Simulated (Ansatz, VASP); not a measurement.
**AlGa3P4 in VASP and in Ansatz**

```xyz
8
Lattice="3.9129 0.0000 0.0000 0.0000 3.9129 0.0000 0.0000 0.0000 10.9208" Properties=species:S:1:pos:R:3 pbc="T T T"
Al    1.9565    1.9565    5.4604
Ga    0.0000    0.0000    8.1905
Ga    1.9565    1.9565    0.0000
Ga    0.0000    0.0000    2.7303
P     1.9565    0.0000    9.5563
P     0.0000    1.9565    1.3645
P     1.9565    0.0000    4.1031
P     0.0000    1.9565    6.8177
```

Alike in both runs: functional PBE; k mesh 4 × 4 × 2; occupations gaussian, width 0.1 eV; no spin polarisation.

Ansatz relaxed the structure, and its values are those at the end. VASP's run is a single point on that final structure, the one shown.

```csv
,VASP,Ansatz
version,VASP 6.6.1,Ansatz 0.2.0
potentials or method,"VASP PAW PBE potentials, release 64 (Al, Ga_d, P), cutoff 520 eV","scalar-relativistic, plane waves, PAW"
valence electrons in the cell,62,62
```

|  | VASP | Ansatz | Ansatz less VASP |
| --- | --- | --- | --- |
| gap on the k mesh at the Fermi level (eV) | 1.57 | 1.57 | +0.002 |
| least direct gap on the mesh (eV) | 1.62 | 1.62 | +0.002 |
| pressure (GPa) | 0.0 | 0.0 | +0.03 |

With one functional, cell and mesh, what is left measures potentials, basis and numerics.
